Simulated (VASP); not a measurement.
Input of a VASP 6.6.1 run:

The input INCAR:

```
SYSTEM = Co
PREC = Accurate ; ENCUT = 520
EDIFF = 1E-8 ; ISMEAR = 1
SIGMA = 0.025 ; LREAL = .False.
LASPH = .True. ; NELM = 150
ALGO = Normal ; ISIF = 2
LWAVE = .False. ; LCHARG = .False.
ISPIN = 2 ; MAGMOM = 2 -2
LORBIT = 11 ; LMAXMIX = 4
LDAU = .True. ; LDAUTYPE = 2
LDAUL = 2 ; LDAUU = 1
LDAUJ = 0 ; LDAUPRINT = 1
LEFG = .True. ; NBANDS = 20
```

File KPOINTS:

```
regular mesh
0
Gamma
  9 9 5
  0 0 0
```

POSCAR

```
Co
1.0
    2.4719999032      0.0000000000      0.0000000000
   -1.2359999516      2.1408147143      0.0000000000
    0.0000000000      0.0000000000      4.0211440800
Co
2
Direct
    0.6684170000      0.3312730000      0.7577780000
    0.3182040000      0.6555270000      0.2443420000
```

Potentials or basis: VASP PAW LDA potentials, release 64 (Co).

Run with:

```bash
$ cat potpaw_LDA.64/Co/POTCAR > POTCAR
$ mpirun -np 1 vasp_std > vasp.out
```

Question: Predict the net moment.

Answer: 0.00 μB per cell.

Question: Estimate the largest force.

Answer: 0.356 eV/Å.

Electric field gradients, principal values (V/Å²):
```
atom   least  middle  greatest (by size)
1 Co  -5.774  -9.773              15.546
2 Co  -5.773  -9.778              15.551
```

Caveat: the cell stands under tension; without QUAD_EFG the Cq values of the log hold for a quadrupole moment of 1 mb, not for the nuclei; the U is typed as a test and isn't derived for this compound. The state reached can hang on the start; a lower one may exist.
